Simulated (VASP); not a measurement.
Crystal: Sb3Se.

```
Sb Se
1.0
     6.64810    0.00000    0.00000
    -3.32405    5.75742    0.00000
     0.00000    0.00000    5.40275
Sb Se
6 2
Direct
  0.32141 0.16071 0.75000
  0.83929 0.16071 0.75000
  0.83929 0.67859 0.75000
  0.67859 0.83929 0.25000
  0.16071 0.83929 0.25000
  0.16071 0.32141 0.25000
  0.66667 0.33333 0.25000
  0.33333 0.66667 0.75000
```

The cell was generated, and may not be a known phase.

| Item | Value |
| --- | --- |
| Program | VASP 6.6.1 |
| Task | relaxation of cell and atoms |
| Functional | PBE |
| Potentials or basis | VASP PAW PBE potentials, release 64 (Sb, Se) |
| Cutoff | 600 eV |
| k mesh | 6 × 6 × 8 |
| Occupations | gaussian, width 0.1 eV |
| Spin | no spin polarisation |

At the start: pressure 0.4 GPa; volume 25.85 Å³/atom.

Task: Where does the relaxation end?

Result: Over 12 steps the energy falls by 5.6 meV/atom and the volume is 26.66 Å³/atom (+3.1 %); space group P6_3/mmc (No. 194, to 0.1 Å) before and after.

The path:
| step | energy change (eV) | largest force (eV/Å) | pressure (GPa) | volume (Å³) |
| --- | --- | --- | --- | --- |
| 1 | 0.0000 | 0.1556 | 0.35 | 206.80 |
| 2 | -0.0087 | 0.1599 | -0.04 | 208.50 |
| 3 | -0.0152 | 0.1758 | -0.72 | 211.78 |
| 4 | -0.0195 | 0.1656 | -0.67 | 211.87 |
| 5 | -0.0308 | 0.1306 | -0.47 | 212.11 |
| 6 | -0.0434 | 0.0195 | -0.01 | 212.59 |
| 7 | -0.0437 | 0.0095 | 0.09 | 212.69 |
| 8 | -0.0437 | 0.0015 | 0.06 | 212.66 |
| 9 | -0.0442 | 0.0034 | 0.04 | 212.84 |
| 10 | -0.0448 | 0.0072 | -0.03 | 213.38 |
| 11 | -0.0449 | 0.0075 | -0.04 | 213.46 |
| 12 | -0.0449 | 0.0090 | 0.00 | 213.29 |

Final structure:
```
Sb Se
1.0
     6.73590    0.00000    0.00000
    -3.36795    5.83346    0.00000
     0.00000    0.00000    5.42812
Sb Se
6 2
Direct
  0.30830 0.15415 0.75000
  0.84585 0.15415 0.75000
  0.84585 0.69170 0.75000
  0.69170 0.84585 0.25000
  0.15415 0.84585 0.25000
  0.15415 0.30830 0.25000
  0.66667 0.33333 0.25000
  0.33333 0.66667 0.75000
```
